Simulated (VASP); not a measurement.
CoO, 2 atoms in the cell. It takes space group F-43m (No. 216, cubic). Conventional cell: a = 4.421 Å, b = 4.421 Å, c = 4.421 Å, α = 90.00°, β = 90.00°, γ = 90.00°. Co (site symmetry -43m) has 4 O at 1.91 Å within 2.5 Å. Within 2.5 Å of O (site symmetry -43m) lie 4 Co at 1.91 Å. 

```yaml
Program: VASP 6.6.1
Task: single point
Functional: PBE
Potentials_or_basis: VASP PAW PBE potentials, release 64 (Co, O)
Cutoff: 520 eV
k_mesh: 8 × 8 × 8
Occupations: gaussian, width 0.1 eV
Spin: collinear spin, ferromagnetic start
Starting_moments: "[3.0, 0.0] μB"
Hubbard_terms: Co d U = 3.32 eV
Dipole_correction: no
Further_INCAR_settings: ALGO = Normal; EDIFF = 1e-07; NBANDS = 18
```

Potentials or basis: VASP PAW PBE potentials, release 64 (Co, O).

The run is started by

```console
$ cat potpaw_PBE.64/Co/POTCAR potpaw_PBE.64/O/POTCAR > POTCAR
$ mpirun -np 1 vasp_std > vasp.out
```

Hardware: 1 thread of AMD EPYC 9R45 96-Core Processor (Zen 5), on a shared host.

Q: How long does it take, and how much memory?

A: Run time: 22 s on 1 thread of AMD EPYC 9R45 96-Core Processor (Zen 5), with other jobs on the host, peak memory 0.13 GiB. Counts: scf iterations 19, k points 29.
